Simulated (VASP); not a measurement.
A run of VASP 6.6.1 is set up as follows.

INCAR

```
  PREC = Accurate
  ENCUT = 520
  EDIFF = 1E-6
  ISMEAR = -1
  SIGMA = 0.1
  LREAL = False
  LASPH = True
  NELM = 80
  ALGO = Normal
  ISIF = 2
  LWAVE = False
  LCHARG = True
  GGA = RP
  LELF = True
  LVHAR = True
  NBANDS = 34
```

File KPOINTS:

```
Automatic mesh
0
Gamma
  13 13 4
```

File POSCAR:

```
Ga
1.0
    3.0713275093      0.0000000000      0.0000000000
   -1.5356637547      2.6598476464      0.0000000000
    0.0000000000      0.0000000000     10.0293767278
Ga
4
Direct
    0.0000000000      0.0000000000      0.0000000000
    0.0000000000      0.0000000000      0.5000000000
    0.3333333333      0.6666666667      0.2500000000
    0.6666666667      0.3333333333      0.7500000000
```

Potentials or basis: VASP PAW PBE potentials, release 64 (Ga_d).

Command:

```sh
$ cat potpaw_PBE.64/Ga_d/POTCAR > POTCAR
$ mpirun -np 1 vasp_std > vasp.out
```

(1) What does it give for the pressure?

(2) What does it give for the band gap on the k mesh?

Answers

(1) -1.4 GPa.

(2) zero (bands 26 and 27 overlap by 5.02 eV).

Caveat: the PAW data sets were made with another functional, which shifts forces and pressure a little.
